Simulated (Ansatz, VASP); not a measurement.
**Two plane-wave programs on KSrCl3**

The input POSCAR:

```
KSrCl3
1.0
    5.6362001317      0.0000000000      0.0000000000
    0.0000000000      5.6362001317      0.0000000000
    0.0000000000      0.0000000000      5.6362001317
K Sr Cl
1 1 3
Direct
    0.0000000000      0.0000000000      0.0000000000
    0.5000000000      0.5000000000      0.5000000000
    0.5000000000      0.5000000000      0.0000000000
    0.5000000000      0.0000000000      0.5000000000
    0.0000000000      0.5000000000      0.5000000000
```

Contents of INCAR.step1:

```
ALGO = Normal
EDIFF = 1E-5
ENCUT = 520
GGA = PE
ISIF = 2
ISMEAR = 0
LASPH = True
LCHARG = False
LREAL = False
LWAVE = True
NBANDS = 28
NELM = 100
PREC = Accurate
SIGMA = 0.01
```

The input INCAR.step2:

```
AEXX = 0.15
ALGO = Normal
EDIFF = 1E-6
ENCUT = 520
GGA = PE
HFSCREEN = 0.3
ISIF = 2
ISMEAR = 0
ISTART = 1
LASPH = True
LCHARG = False
LHFCALC = True
LREAL = False
LWAVE = False
NBANDS = 28
NELM = 100
PREC = Accurate
PRECFOCK = Fast
SIGMA = 0.01
```

The input KPOINTS:

```
k-points
0
Gamma
  2 2 2
```

Input for Ansatz:

```yaml
crystal:
  lattice:
    - [5.6362001317, 0.0, 0.0]
    - [0.0, 5.6362001317, 0.0]
    - [0.0, 0.0, 5.6362001317]
  atoms:
    - { symbol: K, position: [0.0, 0.0, 0.0] }
    - { symbol: Sr, position: [0.5, 0.5, 0.5] }
    - { symbol: Cl, position: [0.5, 0.5, 0.0] }
    - { symbol: Cl, position: [0.5, 0.0, 0.5] }
    - { symbol: Cl, position: [0.0, 0.5, 0.5] }
kpoints:
  mp_grid: { grid: [2, 2, 2] }
hamiltonian:
  xc: { exchange: pbe, correlation: pbe, exx: { coeff: 0.15, omega: 0.3 } }
scf:
  occupations: { method: fixed }
  n_extra_bands: 5
output:
  forces: true
  stress: true
  eigenvalues: true
```

Alike in both runs: task single point; functional PBE-based screened hybrid; k mesh 2 × 2 × 2; no spin polarisation.

|  | VASP | Ansatz |
| --- | --- | --- |
| version | VASP 6.6.1 | Ansatz 0.2.0 |
| potentials or method | VASP PAW PBE potentials, release 64 (K_sv, Sr_sv, Cl) | plane waves |
| plane-wave cutoff (eV) | 520 | 420 |
| occupations | gaussian, width 0.01 eV | fixed |
| valence electrons in the cell | 40 | 40 |

|  | VASP | Ansatz | Ansatz less VASP |
| --- | --- | --- | --- |
| gap on the k mesh at the Fermi level (eV) | 5.08 | 5.08 | -0.001 |
| pressure (GPa) | 0.6 | 0.6 | -0.06 |

VASP's potentials were made for PBE, not for PBE-based screened hybrid. Ansatz's warnings: stress exchange threshold loose, stress scf threshold loose.

The k mesh is coarse, so the values compare programs but aren't converged.
